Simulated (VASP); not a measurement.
# FeCo (Pm-3m) in VASP: vibrations by perturbation theory with PBEsol

Aim: the vibrations by perturbation theory of FeCo with PBEsol.

Program: VASP 6.6.1. These are calculated values, not measurements. Logs are shortened: lines on timing, memory, paths and dates and some standing lists are left out, and cuts for length are marked.

### Step 1. The cell of the first run

The structure is cubic, space group Pm-3m (No. 221). The conventional cell has a = 2.803 Å, b = 2.803 Å, c = 2.803 Å, α = 90.00°, β = 90.00°, γ = 90.00°. Within 3.2 Å of Fe (site symmetry m-3m) lie 8 Co at 2.43 Å and 6 Fe at 2.80 Å. Co (site symmetry m-3m) has 8 Fe at 2.43 Å and 6 Co at 2.80 Å within 3.2 Å.

### Step 2. Vibrations by perturbation theory, PBEsol, collinear spin, ferromagnetic start

File INCAR:

```
  PREC = Accurate
  ENCUT = 600
  EDIFF = 1E-8
  ISMEAR = 0
  SIGMA = 0.15
  LREAL = F
  LASPH = T
  NELM = 200
  ALGO = Normal
  ISIF = 2
  LWAVE = F
  LCHARG = F
  ISPIN = 2
  MAGMOM = 3.02 2
  LORBIT = 11
  LMAXMIX = 4
  GGA = PS
  NBANDS = 20
  IBRION = 8
  NSW = 1
  GGA_COMPAT = F
```

File KPOINTS:

```
Automatic mesh
0
Gamma
  12 12 12
```

File POSCAR:

```
FeCo
1.0
    2.8025712640      0.0000000000      0.0000000000
    0.0000000000      2.8025712640      0.0000000000
    0.0000000000      0.0000000000      2.8025712640
Fe Co
1 1
Direct
    0.5000000000      0.5000000000      0.5000000000
    0.0000000000      0.0000000000      0.0000000000
```

Potentials or basis: VASP PAW PBE potentials, release 64 (Fe, Co).

Run with:

```sh
$ cat potpaw_PBE.64/Fe/POTCAR potpaw_PBE.64/Co/POTCAR > POTCAR
$ mpirun -np 1 vasp_std > vasp.out
```

OUTCAR:

```text
PREC = Accurate
   ENCUT = 600
   EDIFF = 1E-8
   ISMEAR = 0
   LREAL = F
   LASPH = T
   NELM = 200
   ISIF = 2
   ISPIN = 2
   LORBIT = 11
   GGA = PS
   IBRION = 8
   NSW = 1

 ion  position               nearest neighbor table
   1  0.500  0.500  0.500-   2 2.43   2 2.43   2 2.43   2 2.43   2 2.43   2 2.43   2 2.43   2 2.43

   2  0.000  0.000  0.000-   1 2.43   1 2.43   1 2.43   1 2.43   1 2.43   1 2.43   1 2.43   1 2.43

  LATTYP: Found a simple cubic cell.
 ALAT       =     2.8025712640

  Lattice vectors:

 A1 = (   2.8025712640,   0.0000000000,   0.0000000000)
 A2 = (   0.0000000000,   2.8025712640,   0.0000000000)
 A3 = (   0.0000000000,   0.0000000000,   2.8025712640)

Analysis of symmetry for initial positions (statically):
=====================================================================
 Subroutine PRICEL returns:
 Original cell was already a primitive cell.

 Routine SETGRP: Setting up the symmetry group for a
 simple cubic supercell.

 Subroutine GETGRP returns: Found 48 space group operations
 (whereof 48 operations were pure point group operations)
 out of a pool of 48 trial point group operations.

The static configuration has the point symmetry O_h .

Analysis of symmetry for dynamics (positions and initial velocities):
=====================================================================
 Subroutine PRICEL returns:
 Original cell was already a primitive cell.

 Routine SETGRP: Setting up the symmetry group for a
 simple cubic supercell.

 Subroutine GETGRP returns: Found 48 space group operations
 (whereof 48 operations were pure point group operations)
 out of a pool of 48 trial point group operations.

The dynamic configuration has the point symmetry O_h .

Analysis of structural, dynamic, and magnetic symmetry:
=====================================================================
 Subroutine PRICEL returns:
 Original cell was already a primitive cell.

 Routine SETGRP: Setting up the symmetry group for a
 simple cubic supercell.

 Subroutine GETGRP returns: Found 48 space group operations
 (whereof 48 operations were pure point group operations)
 out of a pool of 48 trial point group operations.

The overall configuration has the point symmetry O_h .

 Subroutine INISYM returns: Found 48 space group operations
 (whereof 48 operations are pure point group operations),
 and found     1 'primitive' translations

----------------------------------------------------------------------------------------

                                     Primitive cell

  volume of cell :      22.0125

  direct lattice vectors                    reciprocal lattice vectors
     2.802571264  0.000000000  0.000000000     0.356815191  0.000000000  0.000000000
     0.000000000  2.802571264  0.000000000     0.000000000  0.356815191  0.000000000
     0.000000000  0.000000000  2.802571264     0.000000000  0.000000000  0.356815191

  length of vectors
     2.802571264  2.802571264  2.802571264     0.356815191  0.356815191  0.356815191

  position of ions in fractional coordinates (direct lattice)
     0.500000000  0.500000000  0.500000000
     0.000000000  0.000000000  0.000000000

  ion indices of the primitive-cell ions
   primitive index   ion index
                 1           1
                 2           2

----------------------------------------------------------------------------------------

[... 108 lines left out ...]
--------------------------------------- Ionic step        1  -------------------------------------------

 number of electron      17.0000004 magnetization       4.4773878

 Free energy of the ion-electron system (eV)
  ---------------------------------------------------
  ext. energy  EPLUGINS =         0.00000000
  ---------------------------------------------------
  free energy    TOTEN  =       -16.71889087 eV

  energy without entropy =      -16.70380022  energy(sigma->0) =      -16.71134554

 E-fermi :   8.4357     XC(G=0): -13.4707

 val. band max:        8.4314810500   @ k =   0.4167   0.4167   0.0833
 cond. band min:       8.4480149752   @ k =   0.4167   0.1667   0.0000
 fundamental gap:      0.0165339252
 Fermi energy:         8.4356801461

 spin component 1

 k-point     1 :       0.0000    0.0000    0.0000
  band No.  band energies     occupation
      1      -0.9079      1.00000
      2       2.8326      1.00000
      3       2.8326      1.00000
      4       5.2892      1.00000
      5       5.2892      1.00000
      6       5.2892      1.00000
[... 541 lines left out ...]
     19      32.5077      0.00000
     20      35.1760      0.00000

 [... further k-points ...]

 spin component 2

 k-point     1 :       0.0000    0.0000    0.0000
  band No.  band energies     occupation
      1      -0.6479      1.00000
      2       4.6415      1.00000
      3       4.6416      1.00000
      4       7.2118      1.00000
      5       7.2118      1.00000
      6       7.2118      1.00000
[... 544 lines left out ...]
 [... further k-points ...]
[... 5 lines left out ...]
  --------------------------------------------------------------------------------------
  -------------------------------------------------------------------------------------
  Total       -0.1037461     -0.1037461     -0.1037461      0.0000000      0.0000000     -0.0000000
  in kB       -7.5511362     -7.5511362     -7.5511362      0.0000000      0.0000000     -0.0000000
  external PRESSURE =      -7.5511362 kB  Pullay stress =       0.0000000 kB

 VOLUME and BASIS-vectors are now :
 -----------------------------------------------------------------------------
  energy-cutoff  :      600.00
  volume of cell :       22.01
      direct lattice vectors                 reciprocal lattice vectors
     2.802571264  0.000000000  0.000000000     0.356815191  0.000000000  0.000000000
     0.000000000  2.802571264  0.000000000     0.000000000  0.356815191  0.000000000
     0.000000000  0.000000000  2.802571264     0.000000000  0.000000000  0.356815191

 POSITION                                       TOTAL-FORCE (eV/Angst)
 -----------------------------------------------------------------------------------
      1.40129      1.40129      1.40129         0.000000      0.000000      0.000000
      0.00000      0.00000      0.00000         0.000000      0.000000      0.000000
 -----------------------------------------------------------------------------------
    total drift:                                0.000000      0.000000     -0.000000

  FREE ENERGIE OF THE ION-ELECTRON SYSTEM (eV)
  ---------------------------------------------------
  free  energy   TOTEN  =       -16.7188908722 eV

  energy  without entropy=      -16.7038002161  energy(sigma->0) =      -16.71134554

[... ionic steps 2 to 3 ...]

--------------------------------------- Ionic step        4  -------------------------------------------

------------------------ aborting loop because EDIFF is reached ----------------------------------------

[... ionic steps 5 to 6 ...]

--------------------------------------- Ionic step        7  -------------------------------------------

 Free energy of the ion-electron system (eV)
  ---------------------------------------------------
  ---------------------------------------------------
  free energy    TOTEN  =        -0.16302999 eV

  energy without entropy =       -0.16303001

------------------------ aborting loop because EDIFF is reached ----------------------------------------

 INTERNAL STRAIN TENSOR  FOR ION    2  DIRECTION 1   (eV/Angst):
 -----------------------------------------------------------------------------
     0.01348  0.00000 -0.00000
     0.00000 -0.00429 -0.00000
     0.00000 -0.00000 -0.00429

 INTERNAL STRAIN TENSOR FOR ION    2 for displacements in x,y,z  (eV/Angst):
          X           Y           Z          XY          YZ          ZX
  --------------------------------------------------------------------------------
  x     0.00000     0.00000     0.00000     0.00000     0.00000     0.00000
  y     0.00000     0.00000     0.00000     0.00000     0.00000     0.00000
  z     0.00000     0.00000     0.00000     0.00000     0.00000     0.00000

 SECOND DERIVATIVES (NOT SYMMETRIZED)
 ------------------------------------
               1X          1Y          1Z          2X          2Y          2Z
  1X    -6.744876    0.000000    0.000000    6.744876   -0.000000   -0.000000
  1Y     0.000000   -6.744876    0.000000   -0.000000    6.744876   -0.000000
  1Z     0.000000    0.000000   -6.744876   -0.000000   -0.000000    6.744876
  2X     6.733067    0.000000   -0.000000   -6.733067   -0.000000    0.000000
  2Y     0.000000    6.733067   -0.000000   -0.000000   -6.733067    0.000000
  2Z    -0.000000    0.000000    6.733067    0.000000   -0.000000   -6.733067

 Eigenvectors and eigenvalues of the dynamical matrix
 ----------------------------------------------------

   1 f  =    7.578908 THz    47.619681 2PiTHz  252.805145 cm-1    31.343829 meV
             X         Y         Z           dx          dy          dz
      1.401286  1.401286  1.401286     0.716855   -0.000000   -0.000000
      0.000000  0.000000  0.000000    -0.697222    0.000000   -0.000000
[... 21 lines left out ...]
   6 f/i=    0.003319 THz     0.020853 2PiTHz    0.110707 cm-1     0.013726 meV
             X         Y         Z           dx          dy          dz
      1.401286  1.401286  1.401286     0.068506   -0.540688   -0.434836
      0.000000  0.000000  0.000000     0.070435   -0.555913   -0.447080

--------------------------------------------------------------------------------------------------------

 ELASTIC MODULI CONTR FROM IONIC RELAXATION (kBar)
 Direction    XX          YY          ZZ          XY          YZ          ZX
 --------------------------------------------------------------------------------
 XX           0.0000      0.0000      0.0000      0.0000      0.0000      0.0000
 YY           0.0000      0.0000      0.0000      0.0000      0.0000      0.0000
 ZZ           0.0000      0.0000      0.0000      0.0000      0.0000      0.0000
 XY           0.0000      0.0000      0.0000      0.0000      0.0000      0.0000
 YZ           0.0000      0.0000      0.0000      0.0000      0.0000      0.0000
 ZX           0.0000      0.0000      0.0000      0.0000      0.0000      0.0000
 --------------------------------------------------------------------------------

 total charge

# of ion       s       p       d       tot
------------------------------------------
    1        0.494   0.569   6.188   7.251
    2        0.502   0.550   7.264   8.317
--------------------------------------------------
tot          0.996   1.120  13.452  15.568

 magnetization (x)

# of ion       s       p       d       tot
------------------------------------------
    1       -0.001  -0.038   2.757   2.718
    2       -0.009  -0.044   1.799   1.745
--------------------------------------------------
tot         -0.010  -0.082   4.556   4.464
```

Wall time 4 min (1 thread of Intel Xeon 6975P-C (Granite Rapids), shared host); peak memory 0.48 GiB.

Results:

```
Net moment                                            : 4.48 μB per cell
Site moments                                          : Fe +2.72; Co +1.75 μB
Valence electrons inside the program's atomic spheres : Fe 7.25; Co 8.32
Highest phonon frequency at Γ                         : 253 cm⁻¹
```

Phonon frequencies in cm⁻¹ (negative: imaginary):
| q point | frequencies |
| --- | --- |
| (0.000, 0.000, 0.000) | 0 0 0 253 253 253 |

Caveat: the PAW data sets were made with another functional, which shifts forces and pressure a little.
